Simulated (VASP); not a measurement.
Runs of VASP 6.6.1 on SrTiO3. The structure is that of space group Pm-3m (No. 221), or close to it. The cells are those of the table. 

```tsv
task	cell	cutoff (eV)	gap on the mesh (eV)	pressure (GPa)
single point	a = 3.918 Å, 5 atoms	520	2.84	3.2
single point	a = 3.800, b = 3.800, c = 3.988 Å, 5 atoms	520	2.84	13.2
single point	a = 3.800, b = 3.800, c = 3.997 Å, 5 atoms	520	(b)	(a)
relaxation of cell and atoms	relaxed to -3 GPa from a = 3.955 Å, 5 atoms	600	2.75	-3.0
relaxation of cell and atoms	relaxed from a = 3.913 Å, 5 atoms	600	2.80	0.0
```

Alike in all rows: level r2SCAN+U; potentials or basis VASP PAW PBE potentials, release 64 (Sr_sv, Ti_sv, O); no spin polarisation; Ti d U = 4.0 eV; k mesh 6 × 6 × 6; smearing gaussian 0.02 eV.

Question: Fill in the values left out.

Answer: (a) 12.8; (b) 2.83.

Caveats: the PAW data sets were made with another functional, which shifts forces and pressure a little; the stress differs along the axes, from 3 to 18 GPa (at least some runs); the cell stands under pressure (at least some runs); the cell is relaxed towards a set pressure, so the run minimises the enthalpy, not the energy (at least some runs).

A k mesh can miss the band edges, and the runs leave out spin-orbit coupling on Sr.
